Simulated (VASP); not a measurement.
**Zr: electric field gradients with PBE**

Zr:

```xyz
1
Lattice="-1.8281 1.8281 1.8100 1.8281 -1.8281 1.8100 1.7919 1.7919 -1.8100" Properties=species:S:1:pos:R:3 pbc="T T T"
Zr    0.0000    0.0000    0.0000
```

This cell differs from its parent crystal: xy shear strain of -2 %.

```
Program                : VASP 6.6.1
Task                   : electric field gradients
Functional             : PBE
Potentials or basis    : VASP PAW PBE potentials, release 64 (Zr_sv)
Cutoff                 : 520 eV
k mesh                 : 16 × 16 × 16
Occupations            : fermi-dirac, width 0.03 eV
Spin                   : no spin polarisation
Dipole correction      : no
Further INCAR settings : ALGO = Normal; EDIFF = 1e-08; NBANDS = 12
```

```yaml
Pressure: -3.1 GPa
Band_gap_on_the_k_mesh: zero (band 6 reaches 9.60 eV, above the bottom of band 7 at 7.81 eV)
```

Stress tensor (GPa, compression positive):
```
-3.11  0.56  0.00
 0.56 -3.11  0.00
 0.00  0.00 -3.14
```

Levels at points of the mesh, in eV from the Fermi level:
```csv
k point,band 3,band 4,band 5,band 6,band 7,band 8,band 9,band 10
"(0.00, 0.00, 0.00)",-26.08,-26.06,-5.34,0.98,1.10,1.24,3.53,3.54
"(0.50, 0.00, 0.00)",-26.36,-26.08,-2.73,-0.63,1.52,3.51,4.16,6.15
"(0.50, 0.50, 0.00)",-26.34,-26.07,-2.74,-0.67,1.39,3.60,4.28,6.07
"(0.00, 0.00, 0.50)",-26.39,-26.09,-2.72,-0.60,1.64,3.42,4.05,6.25
"(0.50, 0.50, 0.50)",-26.70,-26.67,-2.46,-2.45,5.36,5.50,5.66,7.18
```

Electric field gradients, principal values (V/Å²):
```
atom  least  middle  greatest (by size)
1 Zr  0.282  10.634             -10.916
```

Run time: 66 s on 1 thread of Intel Xeon 6975P-C, on a shared host, peak memory 0.28 GiB.

Caveat: the cell differs from its parent crystal (xy shear strain of -2 %); without QUAD_EFG the Cq values of the log hold for a quadrupole moment of 1 mb, not for the nuclei.
